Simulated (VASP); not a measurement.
Here is a VASP 6.6.1 calculation.

The input INCAR:

```
SYSTEM = Zn15Se16
PREC = Accurate
ENCUT = 520
EDIFF = 1E-6
ISMEAR = 0
SIGMA = 0.02
LREAL = Auto
LASPH = .TRUE.
NELM = 80
ALGO = Normal
ISIF = 2
LWAVE = .FALSE.
LCHARG = .TRUE.
LELF = .TRUE.
LVHAR = .TRUE.
NELECT = 278.0
NBANDS = 159
```

Contents of KPOINTS:

```
Automatic mesh
0
Gamma
  2 2 2
  0.5 0.5 0.5
```

POSCAR

```
Zn15Se16
1.0
    5.5675272874      5.5675272874     -5.5675272874
   -5.5675272874     -5.5675272874     -5.5675272874
   -5.5675272874      5.5675272874      5.5675272874
Zn Se
15 16
Direct
    0.4887012509      0.2474477053      0.2500000000
    0.7500000000      0.0000000000      0.2500000000
    0.7500000000      0.5000000000      0.7500000000
   -0.0025522947      0.5000000000      0.4887012509
    0.2500000000      0.2474477053      0.4887012509
    0.5025522947     -0.0087464544      0.5025522947
    0.7412535456      0.7525522947      0.5025522947
    0.9974477053      0.7387012509      0.2500000000
    0.4887012509      0.5000000000     -0.0025522947
    0.7587464544      0.2612987491      0.0112987491
    0.0112987491      0.2612987491      0.7587464544
    0.2500000000      1.0000000000      0.7500000000
    0.5025522947      0.7525522947      0.7412535456
    0.0112987491      0.0087464544      0.0112987491
    0.2500000000      0.7387012509     -0.0025522947
    0.2500000000      0.5000000000      0.0169007921
    0.4999737310      0.2512630301      0.0012630301
    0.7512892991      0.0012892991      0.0000262690
    0.7487107009      0.5000000000      0.4987369699
    0.0169007921      0.5000000000      0.2500000000
    0.2500000000      0.2669007921      0.2500000000
    0.4987369699     -0.0012892991      0.2500000000
    0.7487107009      0.7487369699      0.2500000000
    0.0012630301      0.7499737310      0.0012630301
    0.4987369699      0.5000000000      0.7487107009
    0.7512892991      0.2500262690      0.7512892991
    0.0012630301      0.2512630301      0.4999737310
    0.2500000000     -0.0012892991      0.4987369699
    0.4830992079      0.7330992079      0.4830992079
    0.0000262690      0.0012892991      0.7512892991
    0.2500000000      0.7487369699      0.7487107009
```

Potentials or basis: VASP PAW LDA potentials, release 64 (Zn, Se).

Run with:

```sh
$ cat potpaw_LDA.64/Zn/POTCAR potpaw_LDA.64/Se/POTCAR > POTCAR
$ mpirun -np 1 vasp_std > vasp.out
```

Question: What does it give for the largest force?

Answer: 0.056 eV/Å.

Forces on the atoms (eV/Å):
```
Zn   0.011  0.011  0.002
Zn   0.000  0.000  0.000
Zn   0.000  0.000  0.000
Zn  -0.011 -0.002  0.011
Zn   0.002  0.011  0.011
Zn  -0.011  0.002 -0.011
Zn  -0.002  0.011 -0.011
Zn  -0.011 -0.011  0.002
Zn   0.011 -0.002 -0.011
Zn  -0.002 -0.011  0.011
Zn   0.011 -0.011 -0.002
Zn   0.000  0.000  0.000
Zn  -0.011  0.011 -0.002
Zn   0.011  0.002  0.011
Zn   0.002 -0.011 -0.011
Se  -0.032  0.032  0.032
Se   0.008  0.010 -0.010
Se   0.010 -0.010  0.008
Se   0.010  0.008 -0.010
Se   0.032  0.032 -0.032
Se  -0.032 -0.032 -0.032
Se  -0.010 -0.010 -0.008
Se   0.010  0.010 -0.008
Se  -0.010 -0.008 -0.010
Se  -0.010  0.008  0.010
Se   0.010 -0.008  0.010
Se  -0.010  0.010  0.008
Se  -0.008 -0.010 -0.010
Se   0.032 -0.032  0.032
Se   0.008 -0.010  0.010
Se  -0.008  0.010  0.010
```

Caveat: the cell carries a net charge on a neutralising background, which shifts energy and pressure.
